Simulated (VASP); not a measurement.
Input of a VASP 6.6.1 run:

The input POSCAR:

```
TiH2
1.0
   -1.6105788384      1.6105788384      2.1144882640
    1.6105788384     -1.6105788384      2.1144882640
    1.6105788384      1.6105788384     -2.1144882640
Ti H
1 2
Direct
    0.0000000000      0.0000000000      0.0000000000
    0.7500000000      0.2500000000      0.5000000000
    0.2500000000      0.7500000000      0.5000000000
```

File INCAR.step1:

```
ALGO = Normal
EDIFF = 1E-4
ENCUT = 520
GGA = PE
ISMEAR = 0
LASPH = True
LCHARG = False
LREAL = False
LWAVE = True
NBANDS = 14
NELM = 100
PREC = Accurate
SIGMA = 0.1
```

File INCAR.step2:

```
ALGO = Normal
EDIFF = 1E-6
ENCUT = 520
ISIF = 2
ISMEAR = 0
ISTART = 1
LASPH = True
LCHARG = False
LMIXTAU = True
LREAL = False
LWAVE = False
METAGGA = R2SCAN
NBANDS = 14
NELM = 100
PREC = Accurate
SIGMA = 0.1
```

KPOINTS

```
k-points
0
Gamma
  18 18 18
```

Potentials or basis: VASP PAW PBE potentials, release 64 (Ti_sv, H).

Command:

```console
$ cat potpaw_PBE.64/Ti_sv/POTCAR potpaw_PBE.64/H/POTCAR > POTCAR
$ cp INCAR.step1 INCAR
$ mpirun -np 1 vasp_std > vasp.out
$ cp INCAR.step2 INCAR
$ mpirun -np 1 vasp_std > vasp.out
```

(1) Predict the band gap on the k mesh.

(2) Predict the pressure.

Answers

(1) zero (band 7 reaches 8.13 eV, above the bottom of band 8 at 7.45 eV).

(2) -3.7 GPa.

Caveat: the PAW data sets were made with another functional, which shifts forces and pressure a little.
